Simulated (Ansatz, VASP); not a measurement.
**One calculation of Cd2S, two programs**

POSCAR

```
Cd2S
1.0
    3.9626700490      0.0000000000      0.0000000000
   -1.9813350245      3.4317729293      0.0000000000
    0.0000000000      0.0000000000      5.8091920000
Cd S
2 1
Direct
    0.3333333333      0.6666666667      0.9327170000
    0.6666666667      0.3333333333      0.5787350000
    0.3333333333      0.6666666667      0.3657050000
```

The input INCAR.step1:

```
SYSTEM = Cd2S
PREC     = Accurate       ! precision mode
ENCUT    = 520            ! plane-wave cutoff, eV
EDIFF    = 1E-5           ! SCF threshold, eV
ISMEAR   = -1             ! smearing method
SIGMA    = 0.05           ! smearing width, eV
LREAL    = .FALSE.        ! projectors in reciprocal space
LASPH    = .TRUE.         ! aspherical terms in the spheres
NELM     = 100            ! most SCF steps
ALGO     = Normal         ! electronic algorithm
ISIF     = 2              ! what is computed and relaxed
LWAVE    = .TRUE.         ! write WAVECAR
GGA      = PE             ! functional
NBANDS   = 22             ! bands
```

INCAR.step2

```
SYSTEM = Cd2S
PREC     = Accurate       ! precision mode
ENCUT    = 520            ! plane-wave cutoff, eV
EDIFF    = 1E-6           ! SCF threshold, eV
ISMEAR   = -1             ! smearing method
SIGMA    = 0.05           ! smearing width, eV
LREAL    = .FALSE.        ! projectors in reciprocal space
LASPH    = .TRUE.         ! aspherical terms in the spheres
NELM     = 100            ! most SCF steps
ALGO     = Normal         ! electronic algorithm
ISIF     = 2              ! what is computed and relaxed
LWAVE    = .FALSE.        ! write WAVECAR
LCHARG   = .TRUE.         ! write CHGCAR
METAGGA  = R2SCAN         ! meta-GGA
LHFCALC  = .TRUE.         ! exact exchange
AEXX     = 0.35           ! exact-exchange fraction
LMIXTAU  = .TRUE.       
PRECFOCK = Normal       
LELF     = .TRUE.         ! ELF
LVHAR    = .TRUE.       
ISTART   = 1            
NBANDS   = 22             ! bands
```

File KPOINTS:

```
Automatic mesh
0
G
  5 5 3
  0 0 0
```

File input.yaml:

```yaml
crystal:
  lattice:
    - [3.962670049, 0.0, 0.0]
    - [-1.9813350245, 3.4317729293, 0.0]
    - [0.0, 0.0, 5.809192]
  atoms:
    - { symbol: Cd, position: [0.3333333333, 0.6666666667, 0.932717] }
    - { symbol: Cd, position: [0.6666666667, 0.3333333333, 0.578735] }
    - { symbol: S, position: [0.3333333333, 0.6666666667, 0.365705] }
hamiltonian:
  xc: { exchange: r2scan, correlation: r2scan, exx: { coeff: 0.35 } }
  pseudopotentials: { kind: paw }
kpoints:
  mp_grid: { grid: [5, 5, 3] }
scf:
  occupations: { method: fermi_dirac, width: 0.05 }
output:
  forces: true
  stress: true
  eigenvalues: true
```

Alike in both runs: task single point; functional r2SCAN-based global hybrid with a share of 0.35 of exact exchange; k mesh 5 × 5 × 3; occupations fermi-dirac, width 0.05 eV; no spin polarisation.

|  | VASP | Ansatz |
| --- | --- | --- |
| version | VASP 6.6.1 | Ansatz 0.2.0 |
| potentials or method | VASP PAW PBE potentials, release 64 (Cd, S) | Ansatz PAW |
| plane-wave cutoff (eV) | 520 | 500 |
| valence electrons in the cell | 30 | 46 |

|  | VASP | Ansatz | Ansatz less VASP |
| --- | --- | --- | --- |
| gap on the k mesh at the Fermi level (eV) | 2.28 | 2.19 | -0.098 |
| least direct gap on the mesh (eV) | 2.34 | 2.22 | -0.118 |
| pressure (GPa) | -2.4 | -2.6 | -0.13 |
| traceless stress, the component that is largest in VASP (GPa) | -0.31 | -0.39 | -0.075 |
| rms of the force components (eV/Å) | 0.109 | 0.119 | +0.0092 |

VASP's potentials were made for PBE, not for r2SCAN-based global hybrid. Atom by atom the forces differ by 0.009 eV/Å (rms over components). VASP's potentials hold 30 valence electrons a cell and Ansatz's 46, so a difference there can come from the potentials and not from the codes.

Noted on Ansatz's run: odd divisions of the mesh miss points on the zone boundary, where band edges often lie, so the gap on the mesh can be too wide.
